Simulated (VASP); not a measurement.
**Rh: single point with LDA**

Crystal: Rh.

```
Rh
1.0
     2.71265    0.00000    0.00000
    -1.35632    2.34922    0.00000
     0.00000    0.00000    4.39877
Rh
2
Cartesian
  0.0000 1.5661 1.0997
  1.3563 0.7831 3.2991
```

```yaml
Program: VASP 6.6.1
Task: single point
Functional: LDA
Potentials_or_basis: VASP PAW LDA potentials, release 64 (Rh_pv)
Cutoff: 520 eV
k_mesh: 11 × 11 × 6
Occupations: fermi-dirac, width 0.05 eV
Spin: no spin polarisation
```

- Pressure: -14.1 GPa
- Band gap on the k mesh: zero (band 15 reaches 12.05 eV, above the bottom of band 16 at 9.75 eV)

Stress tensor (GPa, compression positive):
```
-13.68   0.00   0.00
  0.00 -13.68   0.00
  0.00   0.00 -15.06
```

Levels at points of the mesh, in eV from the Fermi level:
```
           k point  band 13  band 14  band 15  band 16  band 17  band 18
(0.00, 0.00, 0.00)    -2.45    -1.84    -1.84     0.15     0.15     0.69
(0.00, 0.00, 0.50)    -3.06    -3.06    -0.42    -0.42    -0.42    -0.42
```

It took 16 s on 1 thread of Intel(R) Xeon(R) Platinum 8375C CPU @ 2.90GHz (Ice Lake) (shared host), peak memory 0.15 GiB.
